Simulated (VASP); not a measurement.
# Pt (P6/mmm) in VASP: further runs, part 3 of 3

VASP 6.6.1.

### 5 Relaxation of cell and atoms, PBE

Input file INCAR:

```
SYSTEM = Pt
PREC     = Accurate       ! precision mode
ENCUT    = 600            ! plane-wave cutoff, eV
EDIFF    = 1E-6           ! SCF threshold, eV
ISMEAR   = 0              ! smearing method
SIGMA    = 0.1            ! smearing width, eV
LREAL    = .False.        ! projectors in reciprocal space
LASPH    = .True.         ! aspherical terms in the spheres
NELM     = 80             ! most SCF steps
ALGO     = Fast           ! electronic algorithm
ISIF     = 3              ! what is computed and relaxed
LWAVE    = .False.        ! write WAVECAR
LCHARG   = .False.        ! write CHGCAR
GGA      = PE             ! functional
IBRION   = 2              ! ionic algorithm
NSW      = 100            ! ionic steps
EDIFFG   = -0.01          ! ionic threshold
```

Input file KPOINTS:

```
Automatic mesh
0
Gamma
  12 12 16
  0 0 0
```

Input file POSCAR:

```
Pt
1.0
    4.5192246128      0.0000000000      0.0000000000
   -2.2596123064      3.9137633201      0.0000000000
    0.0000000000      0.0000000000      2.7189116997
Pt
3
Direct
    0.0000000000      0.0000000000      0.0000000000
    0.3333333333      0.6666666667      0.5000000000
    0.6666666667      0.3333333333      0.5000000000
```

Potentials or basis: VASP PAW PBE potentials, release 64 (Pt).

Command:

```sh
> cat potpaw_PBE.64/Pt/POTCAR > POTCAR
> mpirun -np 1 vasp_std > vasp.out
```

OUTCAR:

```text
SYSTEM = Pt
   PREC = Accurate
   ENCUT = 600
   EDIFF = 1E-6
   ISMEAR = 0
   LREAL = .False.
   LASPH = .True.
   NELM = 80
   ISIF = 3
   GGA = PE
   IBRION = 2
   NSW = 100
   EDIFFG = -0.01

 ion  position               nearest neighbor table
   1  0.000  0.000  0.000-   2 2.94   3 2.94   2 2.94   3 2.94   3 2.94   3 2.94   2 2.94   2 2.94
                             3 2.94   3 2.94   2 2.94   2 2.94
   2  0.333  0.667  0.500-   3 2.61   3 2.61   3 2.61   1 2.94   1 2.94   1 2.94   1 2.94   1 2.94
                             1 2.94
   3  0.667  0.333  0.500-   2 2.61   2 2.61   2 2.61   1 2.94   1 2.94   1 2.94   1 2.94   1 2.94
                             1 2.94

  LATTYP: Found a hexagonal cell.
 ALAT       =     4.5192246128
 C/A-ratio  =     0.6016323446

  Lattice vectors:

 A1 = (   4.5192246128,   0.0000000000,   0.0000000000)
 A2 = (  -2.2596123064,   3.9137633201,   0.0000000000)
 A3 = (   0.0000000000,   0.0000000000,   2.7189116997)

Analysis of symmetry for initial positions (statically):
=====================================================================
 Subroutine PRICEL returns:
 Original cell was already a primitive cell.

 Routine SETGRP: Setting up the symmetry group for a
 hexagonal supercell.

 Subroutine GETGRP returns: Found 24 space group operations
 (whereof 24 operations were pure point group operations)
 out of a pool of 24 trial point group operations.

The static configuration has the point symmetry D_6h.

Analysis of symmetry for dynamics (positions and initial velocities):
=====================================================================
 Subroutine PRICEL returns:
 Original cell was already a primitive cell.

 Routine SETGRP: Setting up the symmetry group for a
 hexagonal supercell.

 Subroutine GETGRP returns: Found 24 space group operations
 (whereof 24 operations were pure point group operations)
 out of a pool of 24 trial point group operations.

The dynamic configuration has the point symmetry D_6h.

 Subroutine INISYM returns: Found 24 space group operations
 (whereof 24 operations are pure point group operations),
 and found     1 'primitive' translations

----------------------------------------------------------------------------------------

                                     Primitive cell

  volume of cell :      48.0899

  direct lattice vectors                    reciprocal lattice vectors
     4.519224613  0.000000000  0.000000000     0.221276897  0.127754276  0.000000000
    -2.259612306  3.913763320  0.000000000     0.000000000  0.255508552  0.000000000
     0.000000000  0.000000000  2.718911700     0.000000000  0.000000000  0.367794217

  length of vectors
     4.519224613  4.519224613  2.718911700     0.255508552  0.255508552  0.367794217

  position of ions in fractional coordinates (direct lattice)
     0.000000000  0.000000000  0.000000000
     0.333333333  0.666666667  0.500000000
     0.666666667  0.333333333  0.500000000

  ion indices of the primitive-cell ions
   primitive index   ion index
                 1           1
                 2           2
                 3           3

[... 31 lines left out ...]
  0.250000  0.000000  0.000000      6.000000
  0.333333  0.000000  0.000000      6.000000
  0.416667  0.000000  0.000000      6.000000
[... 16 lines left out ...]
  0.250000  0.000000  0.062500     12.000000
  0.333333  0.000000  0.062500     12.000000
 [... further k-points ...]
   k-points           NKPTS =    171   k-points in BZ     NKDIM =    171   number of bands    NBANDS=     19
   number of dos      NEDOS =    301   number of ions     NIONS =      3
   total plane-waves  NPLWV =  31104
   dimension x,y,z NGX =    36 NGY =   36 NGZ =   24
   dimension x,y,z NGXF=    72 NGYF=   72 NGZF=   48
   ions per type =               3
   NGX,Y,Z   is equivalent  to a cutoff of  13.24, 13.24, 14.67 a.u.
   NGXF,Y,Z  is equivalent  to a cutoff of  26.49, 26.49, 29.35 a.u.
 SYSTEM =  Pt
   PREC   = accura    normal or accurate (medium, high low for compatibility)
   ISTART =      0    job   : 0-new  1-cont  2-samecut
   ICHARG =      2    charge: 1-file 2-atom 10-const
   ISPIN  =      1    spin polarized calculation?
   LNONCOLLINEAR =      F non collinear calculations
   LSORBIT =      F    spin-orbit coupling
   LASPH  =      T    aspherical Exc in radial PAW
   ENCUT  =  600.0 eV  44.10 Ry    6.64 a.u.   9.03  9.03  5.43*2*pi/ulx,y,z
   NELM   =     80;   NELMIN=  2; NELMDL= -5     # of ELM steps
   EDIFF  = 0.1E-05   stopping-criterion for ELM
   LREAL  =      F    real-space projection
   EDIFFG = -.1E-01   stopping-criterion for IOM
   NSW    =    100    number of steps for IOM
   IBRION =      2    ionic relax: 0-MD 1-quasi-New 2-CG
   NFREE  =      1    steps in history (QN), initial steepest desc. (CG)
   ISIF   =      3    stress and relaxation
   ISYM   =      2    0-nonsym 1-usesym 2-fastsym
   POTIM  = 0.5000    time-step for ionic-motion
   TEBEG  =    0.0;   TEEND  =   0.0 temperature during run
   PSTRESS=    0.0 pullay stress
   NELECT =      30.0000    total number of electrons
   NUPDOWN=      -1.0000    fix difference up-down
   EMIN   =  10.00;   EMAX   =-10.00  energy-range for DOS
   EFERMI =   0.00;   METHOD = LEGACY
   ISMEAR =     0;   SIGMA  =   0.10  broadening in eV -4-tet -1-fermi 0-gaus
   EFERMI_NEDOS =   21; number of points for ismear=-14 and -15
   IALGO  =     68    algorithm
   IMIX   =      4    mixing-type and parameters
     AMIX     =   0.40;   BMIX     =  1.00
     AMIX_MAG =   1.60;   BMIX_MAG =  1.00
  volume/ion in A,a.u.               =      16.03       108.18
  Fermi-wavevector in a.u.,A,eV,Ry     =   1.398827  2.643400 26.622756  1.956717
  Thomas-Fermi vector in A             =   2.521947
   LORBIT       =      0    0 simple, 1 ext, 2 COOP (PROOUT), +10 PAW based schemes
   GGA     = PE    functional components
   LHFCALC =     F    Hartree Fock is set to
   AEXX    =    0.0000 exact exchange contribution
   IVDW    =     0    specifies the selected vdW correction
   LEPSILON=     F    determine dielectric tensor
   LRPA    =     F    only Hartree local field effects (RPA)
 conjugate gradient relaxation of ions
 non-spin polarized calculation
 RMM-DIIS sequential band-by-band and
 Gauss-broadening in eV      SIGMA  =   0.10
  energy-cutoff  :      600.00
  volume of cell :       48.09
 maximum number of plane-waves:      1625
   NGX = 19   NGY = 19   NGZ = 11

--------------------------------------- Ionic step        1  -------------------------------------------

 number of electron      30.0000004 magnetization

 Free energy of the ion-electron system (eV)
  ---------------------------------------------------
  ext. energy  EPLUGINS =         0.00000000
  ---------------------------------------------------
  free energy    TOTEN  =       -17.86233315 eV

  energy without entropy =      -17.82253244  energy(sigma->0) =      -17.84243280

------------------------ aborting loop because EDIFF is reached ----------------------------------------

  FORCE on cell =-STRESS in cart. coord.  units (eV):
  Direction    XX          YY          ZZ          XY          YZ          ZX
  --------------------------------------------------------------------------------------
  -------------------------------------------------------------------------------------
  Total        0.0695108      0.0695108     -0.5829177      0.0000000      0.0000000      0.0000000
  in kB        2.3158454      2.3158454    -19.4206711      0.0000000      0.0000000      0.0000000
  external PRESSURE =      -4.9296601 kB  Pullay stress =       0.0000000 kB
[... 135 lines left out ...]
--------------------------------------- Ionic step        5  -------------------------------------------

 number of electron      30.0000003 magnetization

 Free energy of the ion-electron system (eV)
  ---------------------------------------------------
  ext. energy  EPLUGINS =         0.00000000
  ---------------------------------------------------
  free energy    TOTEN  =       -17.86398056 eV

  energy without entropy =      -17.82476631  energy(sigma->0) =      -17.84437344

 E-fermi :  10.0998     XC(G=0): -13.1231

 val. band max:       10.0992080413   @ k =   0.3333   0.1667   0.3750
 cond. band min:      10.1002849101   @ k =   0.3333   0.2500   0.3125
 fundamental gap:      0.0010768688
 Fermi energy:        10.0998424390

 k-point     1 :       0.0000    0.0000    0.0000
  band No.  band energies     occupation
      1       0.6037      2.00000
      2       3.9254      2.00000
      3       5.4605      2.00000
      4       6.1110      2.00000
      5       6.1110      2.00000
      6       6.1509      2.00000
[... 505 lines left out ...]
      6       5.8155      2.00000
[... 11 lines left out ...]
     18      12.6850      0.00000
     19      15.7523      0.00000

 [... further k-points ...]
[... 5 lines left out ...]
  --------------------------------------------------------------------------------------
  -------------------------------------------------------------------------------------
  Total        0.0030227      0.0030227      0.0023571      0.0000000      0.0000000      0.0000000
  in kB        0.1009151      0.1009151      0.0786949      0.0000000      0.0000000      0.0000000
  external PRESSURE =       0.0935084 kB  Pullay stress =       0.0000000 kB
[... 18 lines left out ...]
  FREE ENERGIE OF THE ION-ELECTRON SYSTEM (eV)
  ---------------------------------------------------
  free  energy   TOTEN  =       -17.8639805648 eV

  energy  without entropy=      -17.8247663098  energy(sigma->0) =      -17.84437344

 reached required accuracy - stopping structural energy minimisation
```

Wall time 6.5 min (1 thread of Intel Xeon 6975P-C, shared host); peak memory 0.3 GiB.

Results:

```
Free energy                            : -17.8640 eV
Relaxed volume                         : 16.00 Å³/atom
Relaxed cell                           : a = 4.527 Å, b = 4.527 Å, c = 2.704 Å, α = 90.00°, β = 90.00°, γ = 120.00°
Space group after relaxing (to 0.05 Å) : P6/mmm (No. 191)
Energy gained by relaxing              : 0.5 meV/atom
Ionic steps                            : 5
Pressure after relaxing                : 0.0 GPa
Band gap on the k mesh                 : zero (band 15 reaches 11.23 eV, above the bottom of band 16 at 9.86 eV)
```

The path:
```csv
step,energy change (eV),largest force (eV/Å),pressure (GPa),volume (Å³)
1,0.0000,0.0000,-0.49,48.09
2,-0.0003,0.0000,1.28,47.75
3,-0.0015,0.0000,0.45,47.91
4,-0.0012,0.0000,-0.62,48.13
5,-0.0016,0.0000,0.01,47.99
```

Final structure:
```
CELL_PARAMETERS angstrom
4.52655 0.00000 0.00000
-2.26328 3.92011 0.00000
0.00000 0.00000 2.70446
ATOMIC_POSITIONS crystal
Pt 0.00000 0.00000 0.00000
Pt 0.33333 0.66667 0.50000
Pt 0.66667 0.33333 0.50000
```

Caveat: spin-orbit coupling is left out, which moves the levels of the heavy elements.

### 6 Summary

```tsv
task	cell	k mesh	cutoff (eV)	gap on the mesh (eV)	pressure (GPa)	relaxed volume (Å³/atom)
single point	a = 4.519, b = 4.519, c = 2.719 Å, angles 90.0, 90.0, 120.0°, 3 atoms	6 × 6 × 6	520	none	-0.5	-
relaxation of cell and atoms	relaxed from a = 4.700, b = 4.700, c = 2.881 Å, angles 90.0, 90.0, 120.0°, 3 atoms	6 × 6 × 6	600	none	0.0	16.00
single point	a = 4.529, b = 4.529, c = 2.706 Å, angles 90.0, 90.0, 120.0°, 3 atoms	12 × 12 × 16	520	none	-0.5	-
relaxation of cell and atoms	relaxed from a = 4.519, b = 4.519, c = 2.719 Å, angles 90.0, 90.0, 120.0°, 3 atoms	12 × 12 × 16	600	none	0.0	16.00
```

Alike in all rows: level PBE; potentials or basis VASP PAW PBE potentials, release 64 (Pt); no spin polarisation; smearing gaussian 0.1 eV.

Caveats: some runs use coarse meshes; spin-orbit coupling is left out, which moves the levels of the heavy elements.

Total energies depend on the potentials used, so only differences within one code and one set of settings carry meaning.
